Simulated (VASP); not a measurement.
# C (P6_3/mmc) in VASP: a series of runs, part 2 of 2

VASP 6.6.1. The steps go on from the part before.

## (4) Single point, PBEsol

This run uses another cell than the first one, of 5.67 Å³/atom, 1.008 times its volume.

INCAR

```
SYSTEM = C
PREC     = Accurate       ! precision mode
ENCUT    = 520            ! plane-wave cutoff, eV
EDIFF    = 1E-6           ! SCF threshold, eV
ISMEAR   = 0              ! smearing method
SIGMA    = 0.1            ! smearing width, eV
LREAL    = .FALSE.        ! projectors in reciprocal space
LASPH    = .TRUE.         ! aspherical terms in the spheres
NELM     = 100            ! most SCF steps
ALGO     = Normal         ! electronic algorithm
ISIF     = 2              ! what is computed and relaxed
LWAVE    = .FALSE.        ! write WAVECAR
LCHARG   = .FALSE.        ! write CHGCAR
GGA      = PS             ! functional
NBANDS   = 16             ! bands
```

KPOINTS

```
Automatic mesh
0
G
  9 9 4
  0 0 0
```

POSCAR

```
C
1.0
    2.5220660000      0.0000000000      0.0000000000
   -1.2610330000      2.1841730000      0.0000000000
    0.0000000000      0.0000000000      4.1185170000
C
4
Direct
    0.0000000000      0.0000000000      0.0000000000
    0.0000000000      0.0000000000      0.3750000000
    0.3333333300      0.6666666700      0.5000000000
    0.3333333300      0.6666666700      0.8750000000
```

Potentials or basis: VASP PAW PBE potentials, release 64 (C).

The run is started by

```
cat potpaw_PBE.64/C/POTCAR > POTCAR
mpirun -np 1 vasp_std > vasp.out
```

OUTCAR:

```text
SYSTEM = C
   PREC = Accurate
   ENCUT = 520
   EDIFF = 1E-6
   ISMEAR = 0
   LREAL = .FALSE.
   LASPH = .TRUE.
   NELM = 100
   ISIF = 2
   GGA = PS

 ion  position               nearest neighbor table
   1  0.000  0.000  0.000-   4 1.54   4 1.54   4 1.54   2 1.54
   2  0.000  0.000  0.375-   3 1.54   3 1.54   3 1.54   1 1.54
   3  0.333  0.667  0.500-   2 1.54   2 1.54   2 1.54   4 1.54
   4  0.333  0.667  0.875-   1 1.54   1 1.54   1 1.54   3 1.54

  LATTYP: Found a hexagonal cell.
 ALAT       =     2.5220660000
 C/A-ratio  =     1.6329933475

  Lattice vectors:

 A1 = (   2.5220660000,   0.0000000000,   0.0000000000)
 A2 = (  -1.2610330000,   2.1841730000,   0.0000000000)
 A3 = (   0.0000000000,   0.0000000000,   4.1185170000)

Analysis of symmetry for initial positions (statically):
=====================================================================
 Subroutine PRICEL returns:
 Original cell was already a primitive cell.

[... 170 lines left out ...]
  ext. energy  EPLUGINS =         0.00000000
  ---------------------------------------------------
  free energy    TOTEN  =       -38.38030156 eV

  energy without entropy =      -38.38030156  energy(sigma->0) =      -38.38030156

 E-fermi :  10.5170     XC(G=0): -13.4243

 val. band max:       10.0093817121   @ k =   0.0000   0.0000   0.0000
 cond. band min:      13.1446238481   @ k =   0.3333   0.3333   0.0000
 fundamental gap:      3.1352421360
 Fermi energy:        10.5169788872

 k-point     1 :       0.0000    0.0000    0.0000
  band No.  band energies     occupation
      1     -11.8347      2.00000
      2      -5.9332      2.00000
      3      -3.7919      2.00000
      4       6.7111      2.00000
      5       6.7111      2.00000
      6       9.5465      2.00000
[... 433 lines left out ...]
      3      -1.1559      2.00000
      4      -1.1559      2.00000
      5      -0.8315      2.00000
      6       2.1026      2.00000
[... 8 lines left out ...]
     15      25.2312      0.00000
     16      25.2312      0.00000

 [... further k-points ...]
[... 5 lines left out ...]
  --------------------------------------------------------------------------------------
  -------------------------------------------------------------------------------------
  Total       -1.5140994     -1.5140991      2.0546850      0.0000000     -0.0000000      0.0000000
  in kB     -106.9253360   -106.9253139    145.1013625      0.0000000     -0.0000000      0.0000000
  external PRESSURE =     -22.9164291 kB  Pullay stress =       0.0000000 kB

 VOLUME and BASIS-vectors are now :
 -----------------------------------------------------------------------------
  energy-cutoff  :      520.00
  volume of cell :       22.69
      direct lattice vectors                 reciprocal lattice vectors
     2.522066000  0.000000000  0.000000000     0.396500329  0.228919596  0.000000000
    -1.261033000  2.184173000  0.000000000     0.000000000  0.457839191  0.000000000
     0.000000000  0.000000000  4.118517000     0.000000000  0.000000000  0.242805845

 POSITION                                       TOTAL-FORCE (eV/Angst)
 -----------------------------------------------------------------------------------
      0.00000      0.00000      0.00000         0.000000     -0.000000      0.034629
      0.00000      0.00000      1.54444         0.000000     -0.000000     -0.034629
     -0.00000      1.45612      2.05926        -0.000000      0.000000      0.034629
     -0.00000      1.45612      3.60370         0.000000      0.000000     -0.034629
 -----------------------------------------------------------------------------------
    total drift:                                0.000006     -0.000004      0.000000

  FREE ENERGIE OF THE ION-ELECTRON SYSTEM (eV)
  ---------------------------------------------------
  free  energy   TOTEN  =       -38.3803015586 eV

  energy  without entropy=      -38.3803015586  energy(sigma->0) =      -38.38030156
```

stdout:

```text
POSCAR found type information on POSCAR C
 POSCAR found :  1 types and       4 ions
 scaLAPACK will be used
 -----------------------------------------------------------------------------
|                                                                             |
|                                                                             |
|     You enforced a specific xc type in the INCAR file but a different       |
|     I HOPE YOU KNOW WHAT YOU ARE DOING!                                     |
|                                                                             |
 -----------------------------------------------------------------------------

 LDA part: xc-table for (Slater+PW92), standard interpolation
 POSCAR, INCAR and KPOINTS ok, starting setup
 FFT: planning ... GRIDC
 FFT: planning ... GRID_SOFT
 FFT: planning ... GRID
 WAVECAR not read
 entering main loop
```

Wall time 5.9 s (1 thread of Intel Xeon 6975P-C (Granite Rapids), shared host); peak memory 0.13 GiB.

Results:

```yaml
Free_energy: -38.3803 eV
Pressure: -2.3 GPa
Largest_force: 0.035 eV/Å
Band_gap_on_the_k_mesh: 3.14 eV, indirect (least direct gap 4.69 eV)
```

Forces in eV/Å, atoms in the order of the input:
```
C    0.000  0.000  0.035
C    0.000  0.000 -0.035
C    0.000  0.000  0.035
C    0.000  0.000 -0.035
```

Stress tensor (GPa, compression positive):
```
-10.69   0.00   0.00
  0.00 -10.69   0.00
  0.00   0.00  14.51
```

Caveat: the PAW data sets were made with another functional, which shifts forces and pressure a little. A k mesh can miss the band edges.

## (5) Single point, PBEsol

INCAR

```
  PREC = Accurate
  ENCUT = 910
  EDIFF = 1E-6
  ISMEAR = 0
  SIGMA = 0.02
  LREAL = F
  LASPH = T
  NELM = 120
  ALGO = Normal
  ISIF = 2
  LWAVE = F
  LCHARG = T
  GGA = PS
  LELF = T
  LVHAR = T
  NBANDS = 16
  GGA_COMPAT = F
```

KPOINTS

```
regular mesh
0
Gamma
  12 12 6
```

POSCAR

```
C
1.0
    2.4988149889      0.0000000000      0.0000000000
   -1.2494074945      2.1640372598      0.0000000000
    0.0000000000      0.0000000000      4.1608358555
C
4
Direct
    0.0000000000      0.0000000000      0.0003016509
    0.0000000000      0.0000000000      0.3746983491
    0.3333333333      0.6666666667      0.5003016509
    0.3333333333      0.6666666667      0.8746983491
```

Potentials or basis: VASP PAW PBE potentials, release 64 (C_h).

The run is started by

```
cat potpaw_PBE.64/C_h/POTCAR > POTCAR
mpirun -np 1 vasp_std > vasp.out
```

Wall time 24 s (1 thread of Intel Xeon 6975P-C (Granite Rapids), shared host); peak memory 0.18 GiB.

It converged, with:

```yaml
Free_energy: -38.4571 eV
Pressure: 0.0 GPa
Band_gap_on_the_k_mesh: 3.05 eV, indirect (least direct gap 4.93 eV)
```

Levels at points of the mesh, in eV from the valence-band top:
```
           k point  band 4  band 5  band 6  band 7  band 8  band 9  band 10  band 11  band 12  band 13
(0.00, 0.00, 0.00)   -3.12   -3.12   -0.51    0.00    0.00    4.93     4.93     5.31     8.22     9.54
(0.50, 0.00, 0.00)  -10.10   -9.40   -6.55   -6.09   -3.18    4.37     7.90     8.25     8.35    11.09
(0.00, 0.00, 0.50)   -7.13   -1.87   -1.87   -1.87   -1.87    7.23     7.23     7.23     7.23     7.68
(0.50, 0.00, 0.50)  -13.15   -5.17   -5.17   -4.88   -4.88    5.79     5.79     6.44     6.44    12.52
```

Caveat: the cutoff is under 1.25 times the usual one of these potentials, so pressure, stress and relaxed cells hold a basis-set (Pulay) error; the PAW data sets were made with another functional, which shifts forces and pressure a little. As with any semilocal functional, this PBEsol gap is likely too small.

## (6) Single point, PBEsol

This run uses another cell than the first one: it holds 16 atoms, not 4.

INCAR

```
PREC = Accurate
ENCUT = 520
EDIFF = 1E-7
ISMEAR = 0
SIGMA = 0.02
LREAL = Auto
LASPH = T
NELM = 80
ALGO = Normal
ISIF = 2
LWAVE = F
LCHARG = T
GGA = PS
LELF = T
LVHAR = T
NBANDS = 46
```

KPOINTS

```
Automatic mesh
0
Gamma
  12 12 2
```

POSCAR

```
C
1.0
    2.5020957353      0.0000000000      0.0000000000
   -1.2510478677      2.1668784695      0.0000000000
    0.0000000000      0.0000000000     16.5867638515
C
16
Direct
    0.0000000000      0.0000000000      0.0005679743
    0.0000000000      0.0000000000      0.0931820257
    0.3333333333      0.6666666667      0.1244172730
    0.3333333333      0.6666666667      0.2184395300
    0.0000000000      0.0000000000      0.2499057058
    0.0000000000      0.0000000000      0.3438442942
    0.3333333333      0.6666666667      0.3753104700
    0.3333333333      0.6666666667      0.4693327270
    0.0000000000      0.0000000000      0.5005679743
    0.0000000000      0.0000000000      0.5931820257
    0.6666666667      0.3333333333      0.6244172730
    0.6666666667      0.3333333333      0.7184395300
    0.0000000000      0.0000000000      0.7499057058
    0.0000000000      0.0000000000      0.8438442942
    0.6666666667      0.3333333333      0.8753104700
    0.6666666667      0.3333333333      0.9693327270
```

Potentials or basis: VASP PAW PBE potentials, release 64 (C).

The run is started by

```
cat potpaw_PBE.64/C/POTCAR > POTCAR
mpirun -np 1 vasp_std > vasp.out
```

Wall time 3.7 min (1 thread of Intel Xeon Platinum 8375C at 2.90GHz (Ice Lake), shared host); peak memory 0.26 GiB.

It converged, with:

| Quantity | Value |
| --- | --- |
| Free energy | -153.7433 eV |
| Pressure | 1.1 GPa |
| Largest force | 0.009 eV/Å |
| Band gap on the k mesh | 4.10 eV, indirect (least direct gap 5.08 eV) |

Forces in eV/Å, atoms in the order of the input:
```
C    0.000  0.000 -0.002
C    0.000  0.000  0.002
C    0.000  0.000 -0.001
C    0.000  0.000 -0.009
C    0.000  0.000  0.008
C    0.000  0.000 -0.008
C    0.000  0.000  0.009
C    0.000  0.000  0.001
C    0.000  0.000 -0.002
C    0.000  0.000  0.002
C    0.000  0.000 -0.001
C    0.000  0.000 -0.009
C    0.000  0.000  0.008
C    0.000  0.000 -0.008
C    0.000  0.000  0.009
C    0.000  0.000  0.001
```

Stress tensor (GPa, compression positive):
```
1.19 0.00 0.00
0.00 1.19 0.00
0.00 0.00 0.97
```

Levels at points of the mesh, in eV from the valence-band top:
| k point | band 29 | band 30 | band 31 | band 32 | band 33 | band 34 | band 35 | band 36 |
| --- | --- | --- | --- | --- | --- | --- | --- | --- |
| (0.00, 0.00, 0.00) | -0.62 | -0.38 | 0.00 | 0.00 | 5.08 | 5.08 | 5.37 | 5.72 |
| (0.50, 0.00, 0.00) | -3.98 | -3.81 | -3.79 | -3.10 | 4.41 | 4.77 | 4.78 | 5.51 |
| (0.00, 0.00, 0.50) | -0.19 | -0.19 | -0.19 | -0.19 | 5.29 | 5.29 | 5.29 | 5.29 |
| (0.50, 0.00, 0.50) | -4.34 | -4.34 | -3.29 | -3.29 | 4.50 | 4.50 | 5.22 | 5.22 |

Caveat: the PAW data sets were made with another functional, which shifts forces and pressure a little. A hybrid or GW would open this gap; PBEsol tends to underestimate it.

## (7) Single point, PBE, non-collinear spin, zero start, spin-orbit coupling

This run uses another cell than the first one, of 5.71 Å³/atom, 1.015 times its volume.

INCAR

```
PREC = Accurate ; ENCUT = 520
EDIFF = 1E-6 ; ISMEAR = 0
SIGMA = 0.02 ; LREAL = False
LASPH = True ; NELM = 150
ALGO = Normal ; ISIF = 2
LWAVE = False ; LCHARG = False
MAGMOM = 0 0 0 0 0 0 0 0 0 0 0 0 ; LORBIT = 11
LSORBIT = True ; GGA_COMPAT = False
LORBMOM = True ; GGA = PE
NBANDS = 30
```

KPOINTS

```
regular mesh
0
Gamma
  12 12 6
```

POSCAR

```
C
1.0
    2.5115649309      0.0000000000      0.0000000000
   -1.2557824654      2.1750790334      0.0000000000
    0.0000000000      0.0000000000      4.1803600286
C
4
Direct
    0.0000000000      0.0000000000      0.0002317772
    0.0000000000      0.0000000000      0.3747682228
    0.3333333333      0.6666666667      0.5002317772
    0.3333333333      0.6666666667      0.8747682228
```

The run is started by

```
cat potpaw_PBE.64/C/POTCAR > POTCAR
mpirun -np 1 vasp_ncl > vasp.out
```

It took 72 s on 1 thread of Intel Xeon Platinum 8375C at 2.90GHz (Ice Lake), shared host; peak memory 0.22 GiB.

It converged, with:

```
Free energy                                           : -36.2732 eV
Pressure                                              : 0.6 GPa
Largest force                                         : 0.004 eV/Å
Net moment                                            : 0.00 μB per cell
Valence electrons inside the program's atomic spheres : C 2.57
```

Forces on the atoms (eV/Å):
```
C    0.000  0.000  0.004
C    0.000  0.000 -0.004
C    0.000  0.000  0.004
C    0.000  0.000 -0.004
```

Stress tensor (GPa, compression positive):
```
0.68 0.00 0.00
0.00 0.68 0.00
0.00 0.00 0.56
```

Moments on the atoms (μB; x, y, z):
```
C   0.00 0.00 0.00
C   0.00 0.00 0.00
C   0.00 0.00 0.00
C   0.00 0.00 0.00
```

## (8) Summary

```csv
task,level,potentials or basis,spin,cell,k mesh,cutoff (eV),smearing,second run,gap on the mesh (eV),pressure (GPa),largest force (eV/Å)
single point,PBEsol,"VASP PAW PBE potentials, release 64 (C)",off,"a = 2.499, b = 2.499, c = 4.161 Å, angles 90.0, 90.0, 120.0°, 4 atoms",12 × 12 × 6,520,gaussian 0.02 eV,-,3.04,1.1,0.01
relaxation of cell and atoms,PBEsol,"VASP PAW PBE potentials, release 64 (C)",off,"relaxed from a = 2.522, b = 2.522, c = 4.119 Å, angles 90.0, 90.0, 120.0°, 4 atoms",12 × 12 × 6,600,gaussian 0.02 eV,-,3.05,-0.1,-
single point,PBEsol,"VASP PAW PBE potentials, release 64 (C)",off,"a = 2.522, b = 2.522, c = 4.119 Å, angles 90.0, 90.0, 120.0°, 4 atoms",9 × 9 × 4,520,gaussian 0.1 eV,-,3.14,-2.3,0.03
single point,PBEsol,"VASP PAW PBE potentials, release 64 (C_h)",off,"a = 2.499, b = 2.499, c = 4.161 Å, angles 90.0, 90.0, 120.0°, 4 atoms",12 × 12 × 6,910,gaussian 0.02 eV,hard_potentials,3.05,0.0,-
single point,PBEsol,"VASP PAW PBE potentials, release 64 (C)",off,"a = 2.502, b = 2.502, c = 16.587 Å, angles 90.0, 90.0, 120.0°, 16 atoms",12 × 12 × 2,520,gaussian 0.02 eV,-,4.10,1.1,0.01
single point,PBE,"VASP PAW PBE potentials, release 64 (C)","non-collinear, zero start, SOC","a = 2.512, b = 2.512, c = 4.180 Å, angles 90.0, 90.0, 120.0°, 4 atoms",12 × 12 × 6,520,gaussian 0.02 eV,-,-,0.6,-
```

Caveats: the PAW data sets were made with another functional, which shifts forces and pressure a little (some runs); the cutoff is under 1.25 times the usual one of these potentials, so pressure, stress and relaxed cells hold a basis-set (Pulay) error (some runs).

Absolute energies hang on the potentials; compare differences alone.
